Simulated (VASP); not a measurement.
# Y (Pm-3m) in VASP: notebook

Y is run at these levels: r2SCAN+D3(BJ); tasks: single point, relaxation of cell and atoms.

All numbers are computed with VASP 6.6.1; they aren't measurements. Logs are shortened: lines on timing, memory, paths and dates and some standing lists are left out, and cuts for length are marked.

### Step 1. The cell of the first run

It takes space group Pm-3m (No. 221, cubic). Conventional cell: a = 3.062 Å, b = 3.062 Å, c = 3.062 Å, α = 90.00°, β = 90.00°, γ = 90.00°. Within 4.0 Å of Y (site symmetry m-3m) lie 6 Y at 3.06 Å.

This isn't the form of Y at room conditions, which is hcp.

### Step 2. Single point, r2SCAN+D3(BJ)

POSCAR

```
Y
1.0
    3.0624516838      0.0000000000      0.0000000000
    0.0000000000      3.0624516838      0.0000000000
    0.0000000000      0.0000000000      3.0624516838
Y
1
Direct
    0.0000000000      0.0000000000      0.0000000000
```

INCAR.step1

```
ALGO = Normal
EDIFF = 1E-4
ENCUT = 520
GGA = PE
ISMEAR = -1
LASPH = T
LCHARG = F
LREAL = F
LWAVE = T
NBANDS = 12
NELM = 60
PREC = Accurate
SIGMA = 0.05
```

INCAR.step2

```
ALGO = Normal
EDIFF = 1E-7
ENCUT = 520
ISIF = 2
ISMEAR = -1
ISTART = 1
IVDW = 12
LASPH = T
LCHARG = F
LMIXTAU = T
LREAL = F
LWAVE = F
METAGGA = R2SCAN
NBANDS = 12
NELM = 60
PREC = Accurate
SIGMA = 0.05
VDW_A1 = 0.49484001
VDW_A2 = 5.73083694
VDW_S6 = 1.0
VDW_S8 = 0.78981345
```

KPOINTS

```
k-points
0
Gamma
  8 8 8
```

Potentials or basis: VASP PAW PBE potentials, release 64 (Y_sv).

The run is started by

```console
$ cat potpaw_PBE.64/Y_sv/POTCAR > POTCAR
$ cp INCAR.step1 INCAR
$ mpirun -np 1 vasp_std > vasp.out
$ cp INCAR.step2 INCAR
$ mpirun -np 1 vasp_std > vasp.out
```

OUTCAR:

```text
EDIFF = 1E-7
   ENCUT = 520
   ISIF = 2
   ISMEAR = -1
   ISTART = 1
   IVDW = 12
   LASPH = T
   LREAL = F
   METAGGA = R2SCAN
   NELM = 60
   PREC = Accurate
 IVDW          = 12

 ion  position               nearest neighbor table
   1  0.000  0.000  0.000-

  LATTYP: Found a simple cubic cell.
 ALAT       =     3.0624516838

  Lattice vectors:

 A1 = (   3.0624516838,   0.0000000000,   0.0000000000)
 A2 = (   0.0000000000,   3.0624516838,   0.0000000000)
 A3 = (   0.0000000000,   0.0000000000,   3.0624516838)

Analysis of symmetry for initial positions (statically):
=====================================================================
 Subroutine PRICEL returns:
 Original cell was already a primitive cell.

 Routine SETGRP: Setting up the symmetry group for a
 simple cubic supercell.

 Subroutine GETGRP returns: Found 48 space group operations
 (whereof 48 operations were pure point group operations)
 out of a pool of 48 trial point group operations.

The static configuration has the point symmetry O_h .

Analysis of symmetry for dynamics (positions and initial velocities):
=====================================================================
 Subroutine PRICEL returns:
 Original cell was already a primitive cell.

 Routine SETGRP: Setting up the symmetry group for a
 simple cubic supercell.

 Subroutine GETGRP returns: Found 48 space group operations
 (whereof 48 operations were pure point group operations)
 out of a pool of 48 trial point group operations.

The dynamic configuration has the point symmetry O_h .

 Subroutine INISYM returns: Found 48 space group operations
 (whereof 48 operations are pure point group operations),
 and found     1 'primitive' translations

----------------------------------------------------------------------------------------

                                     Primitive cell

  volume of cell :      28.7215

  direct lattice vectors                    reciprocal lattice vectors
     3.062451684  0.000000000  0.000000000     0.326535764  0.000000000  0.000000000
     0.000000000  3.062451684  0.000000000     0.000000000  0.326535764  0.000000000
     0.000000000  0.000000000  3.062451684     0.000000000  0.000000000  0.326535764

  length of vectors
     3.062451684  3.062451684  3.062451684     0.326535764  0.326535764  0.326535764

  position of ions in fractional coordinates (direct lattice)
     0.000000000  0.000000000  0.000000000

  ion indices of the primitive-cell ions
   primitive index   ion index
                 1           1

----------------------------------------------------------------------------------------

 KPOINTS: k-points

Automatic generation of k-mesh.
 Grid dimensions read from file:
 generate k-points for:    8    8    8

 Generating k-lattice:

  Cartesian coordinates                     Fractional coordinates (reciprocal lattice)
     0.040816970  0.000000000  0.000000000     0.125000000  0.000000000  0.000000000
     0.000000000  0.040816970  0.000000000     0.000000000  0.125000000  0.000000000
     0.000000000  0.000000000  0.040816970     0.000000000  0.000000000  0.125000000

  Length of vectors
     0.040816970  0.040816970  0.040816970

  Shift w.r.t. Gamma in fractional coordinates (k-lattice)
     0.000000000  0.000000000  0.000000000

 Subroutine IBZKPT returns following result:
 ===========================================

 Found     35 irreducible k-points:

 Following reciprocal coordinates:
            Coordinates               Weight
  0.000000  0.000000  0.000000      1.000000
  0.125000  0.000000  0.000000      6.000000
  0.250000  0.000000  0.000000      6.000000
  0.375000  0.000000  0.000000      6.000000
  0.500000  0.000000  0.000000      3.000000
  0.125000  0.125000  0.000000     12.000000
[... 16 lines left out ...]
  0.375000  0.375000  0.125000     24.000000
  0.500000  0.375000  0.125000     24.000000
 [... further k-points ...]
   k-points           NKPTS =     35   k-points in BZ     NKDIM =     35   number of bands    NBANDS=     12
   number of dos      NEDOS =    301   number of ions     NIONS =      1
   total plane-waves  NPLWV =  13824
   dimension x,y,z NGX =    24 NGY =   24 NGZ =   24
   dimension x,y,z NGXF=    48 NGYF=   48 NGZF=   48
   ions per type =               1
   NGX,Y,Z   is equivalent  to a cutoff of  13.03, 13.03, 13.03 a.u.
   NGXF,Y,Z  is equivalent  to a cutoff of  26.06, 26.06, 26.06 a.u.
 SYSTEM =  unknown system
   PREC   = accura    normal or accurate (medium, high low for compatibility)
   ISTART =      1    job   : 0-new  1-cont  2-samecut
   ICHARG =      0    charge: 1-file 2-atom 10-const
   ISPIN  =      1    spin polarized calculation?
   LNONCOLLINEAR =      F non collinear calculations
   LSORBIT =      F    spin-orbit coupling
   LASPH  =      T    aspherical Exc in radial PAW
   ENCUT  =  520.0 eV  38.22 Ry    6.18 a.u.   5.69  5.69  5.69*2*pi/ulx,y,z
   NELM   =     60;   NELMIN=  2; NELMDL=  0     # of ELM steps
   EDIFF  = 0.1E-06   stopping-criterion for ELM
   LREAL  =      F    real-space projection
   EDIFFG = 0.1E-05   stopping-criterion for IOM
   NSW    =      0    number of steps for IOM
   IBRION =     -1    ionic relax: 0-MD 1-quasi-New 2-CG
   NFREE  =      0    steps in history (QN), initial steepest desc. (CG)
   ISIF   =      2    stress and relaxation
   ISYM   =      2    0-nonsym 1-usesym 2-fastsym
   POTIM  = 0.5000    time-step for ionic-motion
   TEBEG  =    0.0;   TEEND  =   0.0 temperature during run
   PSTRESS=    0.0 pullay stress
   NELECT =      11.0000    total number of electrons
   NUPDOWN=      -1.0000    fix difference up-down
   EMIN   =  10.00;   EMAX   =-10.00  energy-range for DOS
   EFERMI =   0.00;   METHOD = LEGACY
   ISMEAR =    -1;   SIGMA  =   0.05  broadening in eV -4-tet -1-fermi 0-gaus
   EFERMI_NEDOS =   21; number of points for ismear=-14 and -15
   IALGO  =     38    algorithm
   IMIX   =      4    mixing-type and parameters
     AMIX     =   0.40;   BMIX     =  1.00
     AMIX_MAG =   1.60;   BMIX_MAG =  1.00
  volume/ion in A,a.u.               =      28.72       193.82
  Fermi-wavevector in a.u.,A,eV,Ry     =   1.188876  2.246649 19.230823  1.413426
  Thomas-Fermi vector in A             =   2.324996
   LORBIT       =      0    0 simple, 1 ext, 2 COOP (PROOUT), +10 PAW based schemes
   METAGGA = R2SCAN    functional components
   LHFCALC =     F    Hartree Fock is set to
   AEXX    =    0.0000 exact exchange contribution
   IVDW    =    12    specifies the selected vdW correction
   LEPSILON=     F    determine dielectric tensor
   LRPA    =     F    only Hartree local field effects (RPA)
 non-spin polarized calculation
  energy-cutoff  :      520.00
  volume of cell :       28.72
 maximum number of plane-waves:       804
 NGX is ok and might be reduce to    24
   NGX = 11   NGY = 11   NGZ = 11

 number of electron      11.0000001 magnetization

 Free energy of the ion-electron system (eV)
  ---------------------------------------------------
  ext. energy  EPLUGINS =         0.00000000
  ---------------------------------------------------
  free energy    TOTEN  =       -19.32585946 eV

  energy without entropy =      -19.31241824  energy(sigma->0) =      -19.31913885

 E-fermi :   3.9643     XC(G=0): -10.5825

 val. band max:        3.9530445368   @ k =   0.5000   0.0000   0.0000
 cond. band min:       4.0115444293   @ k =   0.5000   0.2500   0.1250
 fundamental gap:      0.0584998925
 Fermi energy:         3.9643078228

 k-point     1 :       0.0000    0.0000    0.0000
  band No.  band energies     occupation
      1     -40.4865      2.00000
      2     -19.2489      2.00000
      3     -19.2489      2.00000
      4     -19.2489      2.00000
      5      -1.1053      2.00000
      6       3.0077      2.00000
      7       3.0077      2.00000
      8      10.4195      0.00000
      9      10.4195      0.00000
     10      10.4195      0.00000
     11      15.9787      0.00000
     12      15.9787      0.00000

 k-point     2 :       0.1250    0.0000    0.0000
  band No.  band energies     occupation
      1     -40.4653      2.00000
      2     -19.4474      2.00000
      3     -19.2319      2.00000
      4     -19.2319      2.00000
      5      -0.7308      2.00000
      6       3.1274      2.00000
      7       3.3743      1.99998
      8       9.6936      0.00000
      9       9.6936      0.00000
     10      10.4679      0.00000
     11      14.5068      0.00000
     12      16.8640      0.00000

 k-point     3 :       0.2500    0.0000    0.0000
  band No.  band energies     occupation
      1     -40.4138      2.00000
      2     -19.9025      2.00000
      3     -19.1906      2.00000
      4     -19.1906      2.00000
      5       0.2206      2.00000
      6       3.4392      1.99995
      7       4.1749      0.02920
      8       8.4406      0.00000
      9       8.4406      0.00000
     10      10.5877      0.00000
     11      12.7240      0.00000
     12      17.2589      0.00000
[... 286 lines left out ...]
 k-point    23 :       0.3750    0.3750    0.1250
  band No.  band energies     occupation
      1     -40.2217      2.00000
      2     -20.1528      2.00000
      3     -20.1304      2.00000
      4     -19.2298      2.00000
      5       1.8411      2.00000
      6       4.4088      0.00028
      7       6.1631      0.00000
      8       6.3660      0.00000
      9       8.8169      0.00000
     10       9.1287      0.00000
     11      13.5947      0.00000
     12      15.4199      0.00000

 k-point    24 :       0.5000    0.3750    0.1250
  band No.  band energies     occupation
      1     -40.2008      2.00000
      2     -20.3010      2.00000
      3     -20.1135      2.00000
      4     -19.2117      2.00000
      5       1.6334      2.00000
      6       4.7055      0.00000
      7       5.9165      0.00000
      8       6.3844      0.00000
      9       9.0795      0.00000
     10      10.2162      0.00000
     11      12.9917      0.00000
     12      15.4259      0.00000

 [... further k-points ...]

------------------------ aborting loop because EDIFF is reached ----------------------------------------

 Edisp (eV)   -0.18283

 E8    (eV) :    -0.0796

  FORCE on cell =-STRESS in cart. coord.  units (eV):
  Direction    XX          YY          ZZ          XY          YZ          ZX
  --------------------------------------------------------------------------------------
  -------------------------------------------------------------------------------------
  Total       0.91406     0.91406     0.91406     0.00000     0.00000    -0.00000
  in kB      50.98906    50.98906    50.98906     0.00000     0.00000    -0.00000
  external pressure =       50.99 kB  Pullay stress =        0.00 kB

 VOLUME and BASIS-vectors are now :
 -----------------------------------------------------------------------------
  energy-cutoff  :      520.00
  volume of cell :       28.72
      direct lattice vectors                 reciprocal lattice vectors
     3.062451684  0.000000000  0.000000000     0.326535764  0.000000000  0.000000000
     0.000000000  3.062451684  0.000000000     0.000000000  0.326535764  0.000000000
     0.000000000  0.000000000  3.062451684     0.000000000  0.000000000  0.326535764

 POSITION                                       TOTAL-FORCE (eV/Angst)
 -----------------------------------------------------------------------------------
      0.00000      0.00000      0.00000         0.000000      0.000000      0.000000
 -----------------------------------------------------------------------------------
    total drift:                                0.000000      0.000000      0.000000

  FREE ENERGIE OF THE ION-ELECTRON SYSTEM (eV)
  ---------------------------------------------------
  free  energy   TOTEN  =       -19.5086848486 eV

  energy  without entropy=      -19.4952436227  energy(sigma->0) =      -19.50196424
```

Wall time 38 s (1 thread of Intel Xeon 6975P-C (Granite Rapids), shared host); peak memory 0.17 GiB.

Results:

```
Free energy                : -19.5087 eV
Pressure                   : 5.1 GPa
Band gap on the k mesh     : zero (an odd number of electrons rules out a gap without spin polarisation)
Dispersion energy per atom : -0.183 eV
```

Caveat: the cell stands under pressure; the PAW data sets were made with another functional, which shifts forces and pressure a little.

(Part 1 of 2 ends here.)

The gap in the log of VASP goes by the Fermi energy; the results here count the filled bands.